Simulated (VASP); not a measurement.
# HfO2 (Fm-3m) in VASP: notebook, part 3 of 3

VASP 6.6.1.

## Step 5: Vibrations by perturbation theory, PBE

This run uses another cell than the first one, of 9.87 Å³/atom, 0.947 times its volume.

INCAR reads:

```
ALGO = Normal ; EDIFF = 1E-8
ENCUT = 520 ; GGA = PE
IBRION = 8 ; ISIF = 2
ISMEAR = 0 ; LASPH = T
LCHARG = T ; LEPSILON = T
LREAL = F ; LWAVE = F
NBANDS = 18 ; NELM = 100
NSW = 1 ; PREC = Accurate
SIGMA = 0.01
```

KPOINTS reads:

```
k-points
0
Gamma
  8 8 8
```

POSCAR reads:

```
HfO2
1.0
    0.0000000000      2.4550756302      2.4550756302
    2.4550756302      0.0000000000      2.4550756302
    2.4550756302      2.4550756302      0.0000000000
Hf O
1 2
Direct
    0.0000000000      0.0000000000      0.0000000000
    0.2500000000      0.2500000000      0.2500000000
    0.7500000000      0.7500000000      0.7500000000
```

Potentials or basis: VASP PAW PBE potentials, release 64 (Hf_pv, O).

Started as:

```console
$ cat potpaw_PBE.64/Hf_pv/POTCAR potpaw_PBE.64/O/POTCAR > POTCAR
$ mpirun -np 1 vasp_std > vasp.out
```

OUTCAR:

```text
EDIFF = 1E-8
   ENCUT = 520
   GGA = PE
   IBRION = 8
   ISIF = 2
   ISMEAR = 0
   LASPH = T
   LEPSILON = T
   LREAL = F
   NELM = 100
   NSW = 1
   PREC = Accurate

 ion  position               nearest neighbor table
   1  0.000  0.000  0.000-   2 2.13   3 2.13   3 2.13   3 2.13   3 2.13   2 2.13   2 2.13   2 2.13

   2  0.250  0.250  0.250-   1 2.13   1 2.13   1 2.13   1 2.13
   3  0.750  0.750  0.750-   1 2.13   1 2.13   1 2.13   1 2.13

  LATTYP: Found a face centered cubic cell.
 ALAT       =     4.9101512604

  Lattice vectors:

 A1 = (   0.0000000000,   2.4550756302,   2.4550756302)
 A2 = (   2.4550756302,   0.0000000000,   2.4550756302)
 A3 = (   2.4550756302,   2.4550756302,   0.0000000000)

Analysis of symmetry for initial positions (statically):
=====================================================================
 Subroutine PRICEL returns:
 Original cell was already a primitive cell.

 Routine SETGRP: Setting up the symmetry group for a
 face centered cubic supercell.

 Subroutine GETGRP returns: Found 48 space group operations
 (whereof 48 operations were pure point group operations)
 out of a pool of 48 trial point group operations.

The static configuration has the point symmetry O_h .

Analysis of symmetry for dynamics (positions and initial velocities):
=====================================================================
 Subroutine PRICEL returns:
 Original cell was already a primitive cell.

 Routine SETGRP: Setting up the symmetry group for a
[... 777 lines left out ...]
 ion    1
    1     5.55088     0.00000     0.00000
    2     0.00000     5.55088     0.00000
    3     0.00000     0.00000     5.55088
 ion    2
    1    -2.77544     0.00000     0.00000
    2     0.00000    -2.77544     0.00000
    3     0.00000     0.00000    -2.77544
 ion    3
    1    -2.77544     0.00000     0.00000
    2     0.00000    -2.77544     0.00000
    3     0.00000     0.00000    -2.77544

 INTERNAL STRAIN TENSOR FOR ION    3 for displacements in x,y,z  (eV/Angst):
          X           Y           Z          XY          YZ          ZX
  --------------------------------------------------------------------------------
  x    -0.00000    -0.00000    -0.00000     0.00000    12.84973     0.00000
  y    -0.00000    -0.00000    -0.00000     0.00000     0.00000    12.84973
  z    -0.00000    -0.00000    -0.00000    12.84973     0.00000     0.00000

 SECOND DERIVATIVES (NOT SYMMETRIZED)
 ------------------------------------
               1X          1Y          1Z          2X          2Y          2Z          3X          3Y          3Z
  1X   -10.525296    0.000000    0.000000    5.262648    0.000000    0.000000    5.262648    0.000000    0.000000
  1Y     0.000000  -10.525296    0.000000    0.000000    5.262648    0.000000    0.000000    5.262648    0.000000
  1Z     0.000000    0.000000  -10.525296    0.000000    0.000000    5.262648    0.000000    0.000000    5.262648
  2X     5.272147    0.000000    0.000000  -15.515298    0.000000    0.000000   10.243151    0.000000    0.000000
  2Y     0.000000    5.272147    0.000000    0.000000  -15.515298    0.000000    0.000000   10.243151    0.000000
  2Z     0.000000    0.000000    5.272147    0.000000    0.000000  -15.515298    0.000000    0.000000   10.243151
  3X     5.272147    0.000000    0.000000   10.243151    0.000000    0.000000  -15.515298    0.000000    0.000000
  3Y     0.000000    5.272147    0.000000    0.000000   10.243151    0.000000    0.000000  -15.515298    0.000000
  3Z     0.000000    0.000000    5.272147    0.000000    0.000000   10.243151    0.000000    0.000000  -15.515298

 Eigenvectors and eigenvalues of the dynamical matrix
 ----------------------------------------------------

   1 f  =   19.835840 THz   124.632256 2PiTHz  661.652391 cm-1    82.034404 meV
             X         Y         Z           dx          dy          dz
      0.000000  0.000000  0.000000    -0.000000   -0.000000   -0.000000
      1.227538  1.227538  1.227538    -0.707097   -0.003719    0.000000
      3.682613  3.682613  3.682613     0.707097    0.003719   -0.000000
[... 43 lines left out ...]
   9 f/i=    0.003153 THz     0.019808 2PiTHz    0.105157 cm-1     0.013038 meV
             X         Y         Z           dx          dy          dz
      0.000000  0.000000  0.000000     0.111118    0.898763    0.167580
      1.227538  1.227538  1.227538     0.033239    0.268848    0.050128
      3.682613  3.682613  3.682613     0.033239    0.268848    0.050128

--------------------------------------------------------------------------------------------------------

 MACROSCOPIC STATIC DIELECTRIC TENSOR IONIC CONTRIBUTION
 ------------------------------------------------------
          17.888287     0.000000    -0.000000
           0.000000    17.888287    -0.000000
          -0.000000    -0.000000    17.888287
 ------------------------------------------------------

 ELASTIC MODULI CONTR FROM IONIC RELAXATION (kBar)
 Direction    XX          YY          ZZ          XY          YZ          ZX
 --------------------------------------------------------------------------------
 XX          -0.0000     -0.0000     -0.0000      0.0000      0.0000      0.0000
 YY          -0.0000     -0.0000     -0.0000      0.0000      0.0000      0.0000
 ZZ          -0.0000     -0.0000     -0.0000      0.0000      0.0000      0.0000
 XY           0.0000      0.0000      0.0000   -694.0395     -0.0000      0.0000
 YZ           0.0000      0.0000      0.0000     -0.0000   -694.0395      0.0000
 ZX           0.0000      0.0000      0.0000      0.0000      0.0000   -694.0395
 --------------------------------------------------------------------------------

 PIEZOELECTRIC TENSOR IONIC CONTR  for field in x, y, z        (C/m^2)
          XX          YY          ZZ          XY          YZ          ZX
  --------------------------------------------------------------------------------
  x    -0.00000    -0.00000    -0.00000    -0.00000     0.00000    -0.00000
  y    -0.00000    -0.00000    -0.00000     0.00000     0.00000     0.00000
  z    -0.00000    -0.00000    -0.00000     0.00000     0.00000    -0.00000
```

OSZICAR:

```text
N       E                     dE             d eps       ncg     rms          rms(c)
DAV:   1     0.921906769967E+02    0.92191E+02   -0.12785E+04  1044   0.123E+03
DAV:   2    -0.319234273837E+02   -0.12411E+03   -0.12014E+03  1334   0.293E+02
DAV:   3    -0.356037353217E+02   -0.36803E+01   -0.36695E+01  1204   0.444E+01
[... 172 lines left out ...]
RMM:   9    -0.369215332690E+00   -0.16468E-06   -0.33135E-09  6176   0.184E-04    0.583E-05
RMM:  10    -0.369214900624E+00    0.43207E-06   -0.28871E-09  6401   0.910E-05    0.437E-05
RMM:  11    -0.369214960925E+00   -0.60301E-07   -0.22278E-09  6417   0.547E-05    0.517E-06
RMM:  12    -0.369214976155E+00   -0.15230E-07   -0.70540E-09  6342   0.492E-05    0.486E-06
RMM:  13    -0.369214974270E+00    0.18852E-08    0.13973E-08  5791   0.477E-05    0.178E-06
 Linear response finished
```

Run time: 3.8 min. Hardware: 1 thread of Intel Xeon Platinum 8559C (Emerald Rapids), shared host; peak memory 0.26 GiB.

Results:

```
Electronic dielectric tensor (diagonal)                 : 5.20
Born charges (mean of the diagonal)                     : Hf +5.55; O -2.78 e
Highest phonon frequency at Γ, LO-TO splitting left out : 662 cm⁻¹
```

Phonon frequencies in cm⁻¹ (negative: imaginary):
```tsv
q point	frequencies
(0.000, 0.000, 0.000)	0 0 0 325 325 325 662 662 662
```

Electronic dielectric tensor:
```
5.20 0.00 0.00
0.00 5.20 0.00
0.00 0.00 5.20
```

Born effective charge tensors (e):
atom 1, Hf
```
5.55 0.00 0.00
0.00 5.55 0.00
0.00 0.00 5.55
```
atom 2, O
```
-2.78  0.00  0.00
 0.00 -2.78  0.00
 0.00  0.00 -2.78
```
atom 3, O
```
-2.78  0.00  0.00
 0.00 -2.78  0.00
 0.00  0.00 -2.78
```

Caveat: the cell wasn't relaxed at this level first, which shifts response properties; spin-orbit coupling is left out, which moves the levels of the heavy elements.
